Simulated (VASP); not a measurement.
Ag:

```
Ag
1.0
    -1.61256    1.61256    1.61256
     1.61256   -1.61256    1.61256
     3.22511    3.22511    0.00000
Ag
2
Direct
  0.10399 0.11525 0.97603
  0.39601 0.38475 0.52397
```

This cell differs from its parent crystal: all atoms moved at random, sigma 0.25 Å a component.

- Program: VASP 6.6.1
- Task: relaxation of cell and atoms
- Functional: PBEsol
- Potentials or basis: VASP PAW PBE potentials, release 64 (Ag)
- Cutoff: 600 eV
- k mesh: 12 × 12 × 8
- Occupations: gaussian, width 0.15 eV
- Spin: no spin polarisation

At the start: pressure 17.0 GPa; volume 16.77 Å³/atom.

Task: Where does the relaxation end?

Result: Over 46 steps the energy falls by 574.9 meV/atom and the volume is 16.69 Å³/atom (-0.5 %); space group P6_3/mmc (No. 194, to 0.05 Å).

Step by step:
| step | energy change (eV) | largest force (eV/Å) | pressure (GPa) | volume (Å³) |
| --- | --- | --- | --- | --- |
| 1 | 0.0000 | 4.9838 | 17.05 | 33.55 |
| 3 | -0.5000 | 0.6859 | -8.40 | 40.96 |
| 5 | -0.7784 | 0.6368 | -4.20 | 36.75 |
| 7 | -0.7794 | 0.6399 | -3.66 | 36.56 |
| 9 | -0.8619 | 0.4768 | 2.12 | 34.16 |
| 11 | -0.9891 | 0.3762 | 0.73 | 34.00 |
| 13 | -1.0415 | 0.2852 | -1.98 | 34.56 |
| 15 | -1.0726 | 0.0784 | 1.82 | 33.20 |
| 17 | -1.0897 | 0.1770 | -0.18 | 33.64 |
| 19 | -1.0949 | 0.0382 | 0.01 | 33.53 |
| 21 | -1.0958 | 0.0449 | 0.03 | 33.53 |
| 23 | -1.0969 | 0.0660 | -0.32 | 33.61 |
| 25 | -1.0977 | 0.0729 | -0.05 | 33.53 |
| 27 | -1.0991 | 0.1043 | 1.07 | 33.18 |
| 29 | -1.0994 | 0.1053 | 1.14 | 33.17 |
| 31 | -1.1003 | 0.1053 | 1.16 | 33.15 |
| 33 | -1.1023 | 0.1077 | 1.48 | 33.06 |
| 35 | -1.1087 | 0.0806 | -0.38 | 33.59 |
| 37 | -1.1121 | 0.0710 | -0.74 | 33.70 |
| 39 | -1.1309 | 0.1621 | -0.16 | 33.53 |
| 41 | -1.1486 | 0.0254 | 0.47 | 33.27 |
| 43 | -1.1493 | 0.0207 | -0.66 | 33.55 |
| 45 | -1.1494 | 0.0249 | -0.35 | 33.48 |
| 46 | -1.1498 | 0.0069 | 0.01 | 33.39 |

Final structure:
```
Ag
1.0
    -1.76352    1.76007    1.43751
     1.75240   -1.76487    1.43236
     3.30629    3.30258    0.02153
Ag
2
Cartesian
  -1.4697 1.4656 1.4421
  1.3538 1.9434 1.4411
```

Caveat: the cell differs from its parent crystal (all atoms moved at random, sigma 0.25 Å a component); the PAW data sets were made with another functional, which shifts forces and pressure a little.
